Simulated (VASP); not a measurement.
# P (Fm-3m) in VASP: further runs

Runs on P. Level: BLYP. Tasks: single point.

Everything below comes from runs of VASP 6.6.1. Logs are shortened: lines on timing, memory, paths and dates and some standing lists are left out, and cuts for length are marked.

### 1 The cell of the first run

Symmetry: Fm-3m, No. 225, cubic system. Conventional cell: a = 4.063 Å, b = 4.063 Å, c = 4.063 Å, α = 90.00°, β = 90.00°, γ = 90.00°. Within 3.8 Å of P (site symmetry m-3m) lie 12 P at 2.87 Å.

### 2 Single point, BLYP

INCAR reads:

```
SYSTEM = P
PREC     = Accurate       ! precision mode
ENCUT    = 520            ! plane-wave cutoff, eV
EDIFF    = 1E-6           ! SCF threshold, eV
ISMEAR   = -1             ! smearing method
SIGMA    = 0.1            ! smearing width, eV
LREAL    = .False.        ! projectors in reciprocal space
LASPH    = .True.         ! aspherical terms in the spheres
NELM     = 100            ! most SCF steps
ALGO     = Normal         ! electronic algorithm
ISIF     = 2              ! what is computed and relaxed
LWAVE    = .False.        ! write WAVECAR
LCHARG   = .False.        ! write CHGCAR
GGA      = B5             ! functional
ALDAX    = 1.0          
AGGAX    = 1.0          
AGGAC    = 1.0          
ALDAC    = 0.0          
NBANDS   = 8              ! bands
```

KPOINTS reads:

```
Automatic mesh
0
Gamma
  14 14 14
  0 0 0
```

POSCAR reads:

```
P
1.0
    0.0000000000      2.0316886480      2.0316886480
    2.0316886480      0.0000000000      2.0316886480
    2.0316886480      2.0316886480      0.0000000000
P
1
Direct
    0.0000000000      0.0000000000      0.0000000000
```

Potentials or basis: VASP PAW PBE potentials, release 64 (P).

Started as:

```sh
$ cat potpaw_PBE.64/P/POTCAR > POTCAR
$ mpirun -np 1 vasp_std > vasp.out
```

OUTCAR:

```text
SYSTEM = P
   PREC = Accurate
   ENCUT = 520
   EDIFF = 1E-6
   ISMEAR = -1
   LREAL = .False.
   LASPH = .True.
   NELM = 100
   ISIF = 2
   GGA = B5

 ion  position               nearest neighbor table
   1  0.000  0.000  0.000-

  LATTYP: Found a face centered cubic cell.
 ALAT       =     4.0633772960

  Lattice vectors:

 A1 = (   0.0000000000,   2.0316886480,   2.0316886480)
 A2 = (   2.0316886480,   0.0000000000,   2.0316886480)
 A3 = (   2.0316886480,   2.0316886480,   0.0000000000)

Analysis of symmetry for initial positions (statically):
=====================================================================
 Subroutine PRICEL returns:
 Original cell was already a primitive cell.

 Routine SETGRP: Setting up the symmetry group for a
 face centered cubic supercell.

 Subroutine GETGRP returns: Found 48 space group operations
 (whereof 48 operations were pure point group operations)
 out of a pool of 48 trial point group operations.

The static configuration has the point symmetry O_h .

Analysis of symmetry for dynamics (positions and initial velocities):
=====================================================================
 Subroutine PRICEL returns:
 Original cell was already a primitive cell.

 Routine SETGRP: Setting up the symmetry group for a
 face centered cubic supercell.

 Subroutine GETGRP returns: Found 48 space group operations
 (whereof 48 operations were pure point group operations)
 out of a pool of 48 trial point group operations.

The dynamic configuration has the point symmetry O_h .

 Subroutine INISYM returns: Found 48 space group operations
 (whereof 48 operations are pure point group operations),
 and found     1 'primitive' translations

----------------------------------------------------------------------------------------

                                     Primitive cell

  volume of cell :      16.7726

  direct lattice vectors                    reciprocal lattice vectors
     0.000000000  2.031688648  2.031688648    -0.246100701  0.246100701  0.246100701
     2.031688648  0.000000000  2.031688648     0.246100701 -0.246100701  0.246100701
     2.031688648  2.031688648  0.000000000     0.246100701  0.246100701 -0.246100701

  length of vectors
     2.873241641  2.873241641  2.873241641     0.426258917  0.426258917  0.426258917

  position of ions in fractional coordinates (direct lattice)
     0.000000000  0.000000000  0.000000000

  ion indices of the primitive-cell ions
   primitive index   ion index
                 1           1

----------------------------------------------------------------------------------------

 KPOINTS: Automatic mesh

Automatic generation of k-mesh.
 Grid dimensions read from file:
 generate k-points for:   14   14   14

 Generating k-lattice:

  Cartesian coordinates                     Fractional coordinates (reciprocal lattice)
    -0.017578621  0.017578621  0.017578621     0.071428571  0.000000000  0.000000000
     0.017578621 -0.017578621  0.017578621     0.000000000  0.071428571  0.000000000
     0.017578621  0.017578621 -0.017578621     0.000000000  0.000000000  0.071428571

  Length of vectors
     0.030447066  0.030447066  0.030447066

  Shift w.r.t. Gamma in fractional coordinates (k-lattice)
     0.000000000  0.000000000  0.000000000

 Subroutine IBZKPT returns following result:
 ===========================================

 Found    104 irreducible k-points:

 Following reciprocal coordinates:
            Coordinates               Weight
  0.000000  0.000000  0.000000      1.000000
  0.071429  0.000000  0.000000      8.000000
  0.142857  0.000000  0.000000      8.000000
  0.214286  0.000000  0.000000      8.000000
  0.285714  0.000000  0.000000      8.000000
  0.357143  0.000000  0.000000      8.000000
[... 16 lines left out ...]
  0.214286  0.142857  0.000000     24.000000
  0.285714  0.142857  0.000000     24.000000
 [... further k-points ...]
   k-points           NKPTS =    104   k-points in BZ     NKDIM =    104   number of bands    NBANDS=      8
   number of dos      NEDOS =    301   number of ions     NIONS =      1
   total plane-waves  NPLWV =  13824
   dimension x,y,z NGX =    24 NGY =   24 NGZ =   24
   dimension x,y,z NGXF=    48 NGYF=   48 NGZF=   48
   ions per type =               1
   NGX,Y,Z   is equivalent  to a cutoff of  13.89, 13.89, 13.89 a.u.
   NGXF,Y,Z  is equivalent  to a cutoff of  27.77, 27.77, 27.77 a.u.
 SYSTEM =  P
   PREC   = accura    normal or accurate (medium, high low for compatibility)
   ISTART =      0    job   : 0-new  1-cont  2-samecut
   ICHARG =      2    charge: 1-file 2-atom 10-const
   ISPIN  =      1    spin polarized calculation?
   LNONCOLLINEAR =      F non collinear calculations
   LSORBIT =      F    spin-orbit coupling
   LASPH  =      T    aspherical Exc in radial PAW
   ENCUT  =  520.0 eV  38.22 Ry    6.18 a.u.   5.34  5.34  5.34*2*pi/ulx,y,z
   NELM   =    100;   NELMIN=  2; NELMDL= -5     # of ELM steps
   EDIFF  = 0.1E-05   stopping-criterion for ELM
   LREAL  =      F    real-space projection
   EDIFFG = 0.1E-04   stopping-criterion for IOM
   NSW    =      0    number of steps for IOM
   IBRION =     -1    ionic relax: 0-MD 1-quasi-New 2-CG
   NFREE  =      0    steps in history (QN), initial steepest desc. (CG)
   ISIF   =      2    stress and relaxation
   ISYM   =      2    0-nonsym 1-usesym 2-fastsym
   POTIM  = 0.5000    time-step for ionic-motion
   TEBEG  =    0.0;   TEEND  =   0.0 temperature during run
   PSTRESS=    0.0 pullay stress
   NELECT =       5.0000    total number of electrons
   NUPDOWN=      -1.0000    fix difference up-down
   EMIN   =  10.00;   EMAX   =-10.00  energy-range for DOS
   EFERMI =   0.00;   METHOD = LEGACY
   ISMEAR =    -1;   SIGMA  =   0.10  broadening in eV -4-tet -1-fermi 0-gaus
   EFERMI_NEDOS =   21; number of points for ismear=-14 and -15
   IALGO  =     38    algorithm
   IMIX   =      4    mixing-type and parameters
     AMIX     =   0.40;   BMIX     =  1.00
     AMIX_MAG =   1.60;   BMIX_MAG =  1.00
  volume/ion in A,a.u.               =      16.77       113.19
  Fermi-wavevector in a.u.,A,eV,Ry     =   1.093615  2.066632 16.272475  1.195993
  Thomas-Fermi vector in A             =   2.229903
   LORBIT       =      0    0 simple, 1 ext, 2 COOP (PROOUT), +10 PAW based schemes
   GGA     = B5    functional components
   LHFCALC =     F    Hartree Fock is set to
   AEXX    =    0.0000 exact exchange contribution
   IVDW    =     0    specifies the selected vdW correction
   LEPSILON=     F    determine dielectric tensor
   LRPA    =     F    only Hartree local field effects (RPA)
 non-spin polarized calculation
  energy-cutoff  :      520.00
  volume of cell :       16.77
 maximum number of plane-waves:       465
 NGX is ok and might be reduce to    24
   NGX = 11   NGY = 11   NGZ = 11

 number of electron       5.0000001 magnetization

 Free energy of the ion-electron system (eV)
  ---------------------------------------------------
  ext. energy  EPLUGINS =         0.00000000
  ---------------------------------------------------
  free energy    TOTEN  =        -3.51840260 eV

  energy without entropy =       -3.49301212  energy(sigma->0) =       -3.50570736

 E-fermi :   8.3150     XC(G=0): -10.1519

 val. band max:        8.2956288824   @ k =  -0.4286   0.3571   0.1429
 cond. band min:       8.3338733831   @ k =   0.2857   0.2857   0.0000
 fundamental gap:      0.0382445006
 Fermi energy:         8.3149933950

 k-point     1 :       0.0000    0.0000    0.0000
  band No.  band energies     occupation
      1      -6.5770      2.00000
      2      13.6800      0.00000
      3      13.6800      0.00000
      4      13.6800      0.00000
      5      19.5509      0.00000
      6      19.5509      0.00000
      7      19.5509      0.00000
      8      24.8820      0.00000

 k-point     2 :       0.0714    0.0000    0.0000
  band No.  band energies     occupation
      1      -6.4513      2.00000
      2      12.8290      0.00000
      3      13.5443      0.00000
      4      13.5443      0.00000
      5      19.4938      0.00000
      6      19.8080      0.00000
      7      19.8080      0.00000
      8      24.5787      0.00000

 k-point     3 :       0.1429    0.0000    0.0000
  band No.  band energies     occupation
      1      -6.0758      2.00000
      2      10.8844      0.00000
      3      13.2193      0.00000
      4      13.2193      0.00000
      5      19.2392      0.00000
      6      20.3521      0.00000
      7      20.3521      0.00000
      8      23.8962      0.00000

 k-point     4 :       0.2143    0.0000    0.0000
  band No.  band energies     occupation
      1      -5.4565      2.00000
      2       8.5944      0.11530
      3      12.8473      0.00000
      4      12.8473      0.00000
      5      18.8808      0.00000
      6      20.4881      0.00000
      7      20.4881      0.00000
      8      23.9754      0.00000

 k-point     5 :       0.2857    0.0000    0.0000
  band No.  band energies     occupation
      1      -4.6072      2.00000
      2       6.3029      2.00000
      3      12.5216      0.00000
      4      12.5216      0.00000
      5      18.5554      0.00000
      6      19.9700      0.00000
      7      19.9700      0.00000
      8      25.1590      0.00000
[... 177 lines left out ...]
 k-point    22 :       0.1429    0.1429    0.0000
  band No.  band energies     occupation
      1      -5.9083      2.00000
      2      12.0085      0.00000
      3      12.1164      0.00000
      4      12.1164      0.00000
      5      17.4373      0.00000
      6      20.9296      0.00000
      7      21.8709      0.00000
      8      21.8709      0.00000

 k-point    23 :       0.2143    0.1429    0.0000
  band No.  band energies     occupation
      1      -5.4526      2.00000
      2      10.2195      0.00000
      3      11.6011      0.00000
      4      12.0220      0.00000
      5      17.1902      0.00000
      6      19.7541      0.00000
      7      22.4609      0.00000
      8      22.6165      0.00000

 k-point    24 :       0.2857    0.1429    0.0000
  band No.  band energies     occupation
      1      -4.7580      2.00000
      2       8.0654      1.84772
      3      11.2235      0.00000
      4      11.5493      0.00000
      5      17.2975      0.00000
      6      19.3995      0.00000
      7      22.5615      0.00000
      8      22.6564      0.00000

 [... further k-points ...]
[... 5 lines left out ...]
  --------------------------------------------------------------------------------------
  -------------------------------------------------------------------------------------
  Total        0.0158639      0.0158639      0.0158639      0.0000000     -0.0000000      0.0000000
  in kB        1.5153729      1.5153729      1.5153729      0.0000000     -0.0000000      0.0000000
  external PRESSURE =       1.5153729 kB  Pullay stress =       0.0000000 kB

 VOLUME and BASIS-vectors are now :
 -----------------------------------------------------------------------------
  energy-cutoff  :      520.00
  volume of cell :       16.77
      direct lattice vectors                 reciprocal lattice vectors
     0.000000000  2.031688648  2.031688648    -0.246100701  0.246100701  0.246100701
     2.031688648  0.000000000  2.031688648     0.246100701 -0.246100701  0.246100701
     2.031688648  2.031688648  0.000000000     0.246100701  0.246100701 -0.246100701

 POSITION                                       TOTAL-FORCE (eV/Angst)
 -----------------------------------------------------------------------------------
      0.00000      0.00000      0.00000         0.000000      0.000000      0.000000
 -----------------------------------------------------------------------------------
    total drift:                                0.000000     -0.000000      0.000000

  FREE ENERGIE OF THE ION-ELECTRON SYSTEM (eV)
  ---------------------------------------------------
  free  energy   TOTEN  =        -3.5184025958 eV

  energy  without entropy=       -3.4930121246  energy(sigma->0) =       -3.50570736
```

Wall time 13 s (1 thread of Intel Xeon Platinum 8259CL at 2.50GHz (Skylake/Cascade Lake), shared host); peak memory 0.13 GiB.

Results:

| Quantity | Value |
| --- | --- |
| Free energy | -3.5184 eV |
| Pressure | 0.2 GPa |

Levels at points of the mesh, in eV from the Fermi level:
```tsv
k point	band 1	band 2	band 3	band 4	band 5	band 6
(0.00, 0.00, 0.00)	-14.89	5.37	5.37	5.37	11.24	11.24
(0.50, 0.00, 0.00)	-10.12	-6.79	3.78	3.78	9.83	10.46
(0.50, 0.50, 0.00)	-8.04	-5.70	0.49	0.49	5.07	5.22
```

Caveat: the PAW data sets were made with another functional, which shifts forces and pressure a little.

### 3 Single point, BLYP (volume scaled by 0.88)

INCAR reads:

```
PREC     = Accurate       # precision mode
ENCUT    = 520            # plane-wave cutoff, eV
EDIFF    = 1E-7           # SCF threshold, eV
ISMEAR   = -1             # smearing method
SIGMA    = 0.1            # smearing width, eV
LREAL    = F              # projectors in reciprocal space
LASPH    = T              # aspherical terms in the spheres
NELM     = 100            # most SCF steps
ALGO     = Normal         # electronic algorithm
ISIF     = 2              # what is computed and relaxed
LWAVE    = F              # write WAVECAR
LCHARG   = F              # write CHGCAR
GGA      = B5             # functional
ALDAX    = 1.0          
AGGAX    = 1.0          
AGGAC    = 1.0          
ALDAC    = 0.0          
NBANDS   = 8              # bands
```

KPOINTS reads:

```
regular mesh
0
Gamma
  15 15 15
```

POSCAR reads:

```
P
1.0
    0.0000000000      1.9469346663      1.9469346663
    1.9469346663      0.0000000000      1.9469346663
    1.9469346663      1.9469346663      0.0000000000
P
1
Direct
    0.0000000000      0.0000000000      0.0000000000
```

Potentials or basis: VASP PAW PBE potentials, release 64 (P).

Started as:

```sh
$ cat potpaw_PBE.64/P/POTCAR > POTCAR
$ mpirun -np 1 vasp_std > vasp.out
```

Wall time 11 s (1 thread of Intel Xeon Platinum 8259CL at 2.50GHz (Skylake/Cascade Lake), shared host); peak memory 0.12 GiB.

Results (log left out):

- Free energy: -3.4618 eV
- Pressure: 11.1 GPa

Levels at points of the mesh, in eV from the Fermi level:
| k point | band 1 | band 2 | band 3 | band 4 | band 5 | band 6 | band 7 |
| --- | --- | --- | --- | --- | --- | --- | --- |
| (0.00, 0.00, 0.00) | -16.15 | 6.40 | 6.40 | 6.40 | 11.46 | 11.46 | 11.46 |

Caveat: the PAW data sets were made with another functional, which shifts forces and pressure a little.

### 4 Single point, BLYP (volume scaled by 0.92)

INCAR reads:

```
AGGAC = 1.0
AGGAX = 1.0
ALDAC = 0.0
ALDAX = 1.0
ALGO = Normal
EDIFF = 1E-6
ENCUT = 520
GGA = B5
ISIF = 2
ISMEAR = -1
LASPH = True
LCHARG = False
LREAL = False
LWAVE = False
NBANDS = 8
NELM = 60
PREC = Accurate
SIGMA = 0.1
```

KPOINTS reads:

```
k-points
0
Gamma
  15 15 15
```

POSCAR reads:

```
P
1.0
    0.0000000000      1.9759976774      1.9759976774
    1.9759976774      0.0000000000      1.9759976774
    1.9759976774      1.9759976774      0.0000000000
P
1
Direct
    0.0000000000      0.0000000000      0.0000000000
```

Started as:

```sh
$ cat potpaw_PBE.64/P/POTCAR > POTCAR
$ mpirun -np 1 vasp_std > vasp.out
```

Wall time 12 s (1 thread of Intel Xeon Platinum 8259CL at 2.50GHz (Skylake/Cascade Lake), shared host); peak memory 0.13 GiB.

Results (log left out):

```
Free energy : -3.4987 eV
Pressure    : 6.6 GPa
```

Levels at points of the mesh, in eV from the Fermi level:
```csv
k point,band 1,band 2,band 3,band 4,band 5,band 6,band 7
"(0.00, 0.00, 0.00)",-15.71,6.01,6.01,6.01,11.37,11.37,11.37
```

Caveat: the PAW data sets were made with another functional, which shifts forces and pressure a little.

[end of part 1 of 2]
